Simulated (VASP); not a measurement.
Br:

```
CELL_PARAMETERS angstrom
2.13311 -1.23155 3.76850
0.00000 2.46311 3.76850
-2.13311 -1.23155 3.76850
ATOMIC_POSITIONS crystal
Br 0.23200 0.23200 0.23200
Br 0.76800 0.76800 0.76800
```

* Program: VASP 6.6.1
* Task: relaxation of cell and atoms
* Functional: PBE
* Potentials or basis: VASP PAW PBE potentials, release 64 (Br)
* Cutoff: 600 eV
* k mesh: 12 × 12 × 12
* Occupations: fermi-dirac, width 0.05 eV
* Spin: no spin polarisation

At the start: pressure 2.4 GPa; volume 29.70 Å³/atom.

Where does the relaxation end?

Over 12 steps the energy falls by 137.3 meV/atom and the volume is 29.80 Å³/atom (+0.3 %); space group R-3m (No. 166, to 0.1 Å) before, Pm-3m (No. 221, to 0.1 Å).

The path:
```csv
step,energy change (eV),largest force (eV/Å),pressure (GPa),volume (Å³)
1,0.0000,1.1140,2.40,59.40
2,-0.1423,0.6751,-0.47,63.28
3,-0.1720,0.3624,-2.09,66.93
4,-0.2368,0.2440,-1.56,63.86
5,-0.2723,0.0173,-0.25,60.03
6,-0.2723,0.0287,-0.20,59.89
7,-0.2731,0.0061,-0.01,59.53
8,-0.2732,0.0124,0.13,59.26
9,-0.2737,0.0237,0.08,59.38
10,-0.2741,0.0493,-0.03,59.62
11,-0.2745,0.0221,-0.02,59.61
12,-0.2746,0.0039,-0.02,59.60
```

Final structure:
```xyz
2
Lattice="2.1919 -1.2655 3.5812 0.0000 2.5309 3.5812 -2.1919 -1.2655 3.5812" Properties=species:S:1:pos:R:3 pbc="T T T"
Br    0.0000    0.0000    2.6853
Br    0.0000    0.0000    8.0583
```
